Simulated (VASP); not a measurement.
Zr, 1 atom in the cell. Symmetry: Im-3m, No. 229, cubic system. The conventional cell has a = 3.571 Å, b = 3.571 Å, c = 3.571 Å, α = 90.00°, β = 90.00°, γ = 90.00°. Zr (site symmetry m-3m) has 14 Zr at 3.09 to 3.57 Å within 4.1 Å.  This cell differs from its parent crystal: volume scaled by 0.96.

```yaml
Program: VASP 6.6.1
Task: single point
Functional: PBE
Potentials_or_basis: VASP PAW PBE potentials, release 64 (Zr_sv)
Cutoff: 520 eV
k_mesh: 14 × 14 × 14
Occupations: fermi-dirac, width 0.08 eV
Spin: no spin polarisation
Dipole_correction: no
Further_INCAR_settings: ALGO = Normal; EDIFF = 1e-06; NBANDS = 12
```

Potentials or basis: VASP PAW PBE potentials, release 64 (Zr_sv).

Command:

```console
$ cat potpaw_PBE.64/Zr_sv/POTCAR > POTCAR
$ mpirun -np 1 vasp_std > vasp.out
```

Hardware: 1 thread of Intel Xeon 8259CL (shared host).

Estimate the wall time of this run.

Wall time 19 s on 1 thread of Intel Xeon 8259CL (shared host), peak memory 0.15 GiB. Counts: scf iterations 12, k points 104.
